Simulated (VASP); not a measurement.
## Os: single point with PBE

Os:

```
Os
1.0
     2.75593    0.00000    0.00000
    -1.37796    2.38670    0.00000
     0.00000    0.00000    4.34265
Os
2
Cartesian
  0.0000 1.5911 1.0857
  1.3780 0.7956 3.2570
```

```yaml
Program: VASP 6.6.1
Task: single point
Functional: PBE
Potentials_or_basis: VASP PAW PBE potentials, release 64 (Os)
Cutoff: 520 eV
k_mesh: 13 × 13 × 7
Occupations: fermi-dirac, width 0.1 eV
Spin: non-collinear spin, zero start, spin-orbit coupling
Starting_moments: "[[0.0, 0.0, 0.0], [0.0, 0.0, 0.0]] μB"
```

```json
{
  "Pressure": "0.2 GPa",
  "Net moment": "0.00 μB per cell",
  "Valence electrons inside the program's atomic spheres": "Os 7.41"
}
```

Stress tensor (GPa, compression positive):
```
 0.33  0.00  0.00
 0.00  0.33  0.00
 0.00  0.00 -0.02
```

Moments on the atoms (μB; x, y, z):
```
Os  0.00 0.00 0.00
Os  0.00 0.00 0.00
```

Run time: 2.1 min on 1 thread of Intel Xeon 8259CL, on a shared host, peak memory 0.25 GiB.
